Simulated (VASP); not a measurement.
A run of VASP 6.6.1:

Contents of INCAR:

```
PREC = Accurate
ENCUT = 520
EDIFF = 1E-8
ISMEAR = -1
SIGMA = 0.02
LREAL = False
LASPH = True
NELM = 80
ALGO = Normal
ISIF = 2
LWAVE = False
LCHARG = False
GGA = CA
LEFG = True
NBANDS = 19
```

Contents of KPOINTS:

```
regular mesh
0
Gamma
  10 10 10
```

The input POSCAR:

```
NaHF2
1.0
    1.7623449062      1.0174903060      4.7298520461
   -1.7623449062      1.0174903060      4.7298520461
    0.0000000000     -2.0349806121      4.7298520461
Na H F
1 1 2
Direct
    0.0000000000      0.0000000000      0.0000000000
    0.5000000000      0.5000000000      0.5000000000
    0.4100000000      0.4100000000      0.4100000000
    0.5900000000      0.5900000000      0.5900000000
```

Potentials or basis: VASP PAW LDA potentials, release 64 (Na_pv, H, F).

Launch:

```sh
$ cat potpaw_LDA.64/Na_pv/POTCAR potpaw_LDA.64/H/POTCAR potpaw_LDA.64/F/POTCAR > POTCAR
$ mpirun -np 1 vasp_std > vasp.out
```

Hardware: 1 thread of Intel(R) Xeon(R) Platinum 8488C (Sapphire Rapids), on a shared host.

Problem. Estimate the wall time of this run.

Solution. Run time: 3.7 min on 1 thread of Intel(R) Xeon(R) Platinum 8488C (Sapphire Rapids) (shared host), peak memory 0.25 GiB. Counts: scf iterations 15, k points 116.
